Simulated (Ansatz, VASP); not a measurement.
## Two plane-wave programs on Ni

The input INCAR:

```
SYSTEM = Ni
  PREC = Accurate
  ENCUT = 520
  EDIFF = 1E-6
  ISMEAR = -1
  SIGMA = 0.05
  LREAL = .False.
  LASPH = .True.
  NELM = 150
  ALGO = Normal
  ISIF = 2
  LWAVE = .False.
  LCHARG = .False.
  ISPIN = 2
  MAGMOM = -0.58 -0.58
  LORBIT = 11
  LMAXMIX = 4
  GGA = B5
  ALDAX = 1.0
  AGGAX = 1.0
  AGGAC = 1.0
  ALDAC = 0.0
  NBANDS = 21
```

The input KPOINTS:

```
regular mesh
0
Gamma
  12 12 12
  0 0 0
```

The input POSCAR:

```
Ni
1.0
    2.8017755300      0.0000000000      0.0000000000
    0.0000000000      2.8017755300      0.0000000000
    0.0000000000      0.0000000000      2.8017755300
Ni
2
Direct
    0.0000000000      0.0000000000      0.0000000000
    0.5000000000      0.5000000000      0.5000000000
```

Input for Ansatz:

```yaml
crystal:
  lattice:
    - [2.80177553, 0.0, 0.0]
    - [0.0, 2.80177553, 0.0]
    - [0.0, 0.0, 2.80177553]
  atoms:
    - { symbol: Ni, position: [0.0, 0.0, 0.0], spin: -0.58 }
    - { symbol: Ni, position: [0.5, 0.5, 0.5], spin: -0.58 }
hamiltonian:
  xc: blyp
  pseudopotentials:
    kind: paw
    azcp:
      Ni: "pseudopotentials/Ni.paw.azcp"
basis:
  ecutwfc: 420
  fft_grid_basis: typed
kpoints:
  mp_grid: { grid: [12, 12, 12], shift: [0, 0, 0] }
magnetization:
  spin_polarized: true
scf:
  occupations: { method: fermi_dirac, width: 0.05 }
  lower_state_search: "off"
output:
  stress: true
  write_density: true
  write_potential: true
  elf: true
  volumetric_format: npy
```

Alike in both runs: task single point; functional BLYP; k mesh 12 × 12 × 12; occupations fermi-dirac, width 0.05 eV; collinear spin.

```csv
,VASP,Ansatz
version,VASP 6.6.1,Ansatz 0.2.0
potentials or method,"VASP PAW PBE potentials, release 64 (Ni), cutoff 520 eV","plane waves (420 eV) with PAW, scalar-relativistic"
valence electrons in the cell,20,36
```

Ansatz gave:

```
pressure (GPa)                                                : 9.0
net moment per atom (μB)                                      : 0.51
size of the moment on the site where the two differ most (μB) : 0.54
```

Which values does VASP return?

Pressure (GPa): 9.0; net moment per atom (μB): 0.51; size of the moment on the site where the two differ most (μB): 0.52.

VASP's potentials were made for PBE, not for BLYP. Site moments also hang on the region over which each program counts them. VASP's potentials hold 20 valence electrons a cell and Ansatz's 36, so a difference there can come from the potentials and not from the codes.
